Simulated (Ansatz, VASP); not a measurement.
## Two plane-wave programs on Ba2PtBrO2

```
Ba Pt Br O
1.0
     4.32825    0.00000    0.00000
    -2.16413    3.74838    0.00000
    -2.16413    1.24946    9.91389
Ba Pt Br O
2 1 1 2
Cartesian
  2.1641 1.2495 2.4584
  -2.1641 3.7484 7.4555
  0.0000 2.4989 4.9569
  0.0000 0.0000 0.0000
  0.0000 2.4989 3.0146
  0.0000 2.4989 6.8993
```

Alike in both runs: functional PBE; k mesh 6 × 6 × 6; no spin polarisation.

Ansatz relaxed the structure, and its values are those at the end. VASP's run is a single point on that final structure, the one shown.

|  | VASP | Ansatz |
| --- | --- | --- |
| version | VASP 6.6.1 | Ansatz 0.2.0 |
| potentials or method | VASP PAW PBE potentials, release 64 (Ba_sv, Pt, Br, O), cutoff 600 eV | PAW plane waves |
| occupations | fermi-dirac, width 0.1 eV | fermi-dirac |
| valence electrons in the cell | 49 | 57 |

Ansatz gave:

- pressure (GPa): 1.2
- rms of the force components (eV/Å): 0.003

Q: Estimate VASP's values.

A: Pressure (GPa): 2.1; rms of the force components (eV/Å): 0.031.

VASP's potentials hold 49 valence electrons a cell and Ansatz's 57, so a difference there can come from the potentials and not from the codes. Ansatz's warnings: stress scf threshold loose, structure snapped to symmetry.

Neither program's run includes spin-orbit coupling.
